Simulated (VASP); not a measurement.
Set up this calculation in VASP 6.6.1, as the native input.

```
Task                   : single point
Functional             : LDA
Potentials or basis    : VASP PAW LDA potentials, release 64 (Sn_d, O)
Cutoff                 : 520 eV
k mesh                 : 8 × 8 × 8
Occupations            : fermi-dirac, width 0.02 eV
Spin                   : no spin polarisation
Dipole correction      : no
Further INCAR settings : ALGO = Normal; EDIFF = 1e-06; NBANDS = 17
```

The structure of SnO lies in POSCAR:

```
SnO
1.0
    0.0000000000      2.4945923076      2.4945923076
    2.4945923076      0.0000000000      2.4945923076
    2.4945923076      2.4945923076      0.0000000000
Sn O
1 1
Direct
    0.0000000000      0.0000000000      0.0000000000
    0.5000000000      0.5000000000      0.5000000000
```

The input as run:

INCAR

```
  PREC = Accurate
  ENCUT = 520
  EDIFF = 1E-6
  ISMEAR = -1
  SIGMA = 0.02
  LREAL = False
  LASPH = True
  NELM = 100
  ALGO = Normal
  ISIF = 2
  LWAVE = False
  LCHARG = False
  GGA = CA
  NBANDS = 17
```

KPOINTS

```
Automatic mesh
0
Gamma
  8 8 8
```

Potentials or basis: VASP PAW LDA potentials, release 64 (Sn_d, O).

Launch:

```sh
$ cat potpaw_LDA.64/Sn_d/POTCAR potpaw_LDA.64/O/POTCAR > POTCAR
$ mpirun -np 1 vasp_std > vasp.out
```

It gave:

| Quantity | Value |
| --- | --- |
| Pressure | 0.2 GPa |
| Band gap on the k mesh | 0.87 eV (least direct gap 1.01 eV) |

Caveat: spin-orbit coupling is left out, which moves the levels of the heavy elements.

It took 14 s on 1 thread of Intel Xeon 8259CL, on a shared host, peak memory 0.15 GiB.
